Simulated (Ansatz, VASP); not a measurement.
**One calculation of Pt, two programs**

```
Pt
1.0
     0.00000    1.94743    1.94743
     1.94743    0.00000    1.94743
     1.94743    1.94743    0.00000
Pt
1
Direct
  0.00000 0.00000 0.00000
```

Alike in both runs: task single point; functional LDA; k mesh 14 × 14 × 14; no spin polarisation.

|  | VASP | Ansatz |
| --- | --- | --- |
| version | VASP 6.6.1 | Ansatz 0.2.0 |
| potentials or method | VASP PAW LDA potentials, release 64 (Pt), cutoff 520 eV | plane waves (420 eV) with PAW, scalar-relativistic |
| occupations | methfessel-paxton of order 1, width 1 eV | cold, width 1 eV |
| valence electrons in the cell | 10 | 18 |

```csv
,VASP,Ansatz,Ansatz less VASP
pressure (GPa),1.1,-1.1,-2.18
```

Ansatz warns that its potentials were made for another functional, while VASP's fit it. LDA's correlation is that of Perdew and Zunger in VASP and of Perdew and Wang (1992) in Ansatz. VASP's potentials hold 10 valence electrons a cell and Ansatz's 18, so a difference there can come from the potentials and not from the codes.

Neither program's run includes spin-orbit coupling.
